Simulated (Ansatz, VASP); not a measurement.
**One calculation of In, two programs**

```
In
1.0
    -1.65054    1.65054    2.39973
     1.65054   -1.65054    2.39973
     1.65054    1.65054   -2.39973
In
1
Direct
  0.00000 0.00000 0.00000
```

Change from the starting cell: strain +0.015 along x and y, -0.030 along z, atoms carried along.

Alike in both runs: task single point; functional PBEsol; k mesh 20 × 20 × 20; occupations gaussian, width 0.15 eV; no spin polarisation.

|  | VASP | Ansatz |
| --- | --- | --- |
| version | VASP 6.6.1 | Ansatz 0.2.0 |
| potentials or method | VASP PAW PBE potentials, release 64 (In_d), cutoff 520 eV | scalar-relativistic, plane waves, PAW |
| valence electrons in the cell | 13 | 13 |

|  | VASP | Ansatz | Ansatz less VASP |
| --- | --- | --- | --- |
| gap on the k mesh at the Fermi level (eV) | none | none | - |
| pressure (GPa) | -1.0 | -0.9 | +0.01 |

VASP's potentials were made for PBE, not for PBEsol. A gap of «none» marks a metal or a gap that the smearing closes.
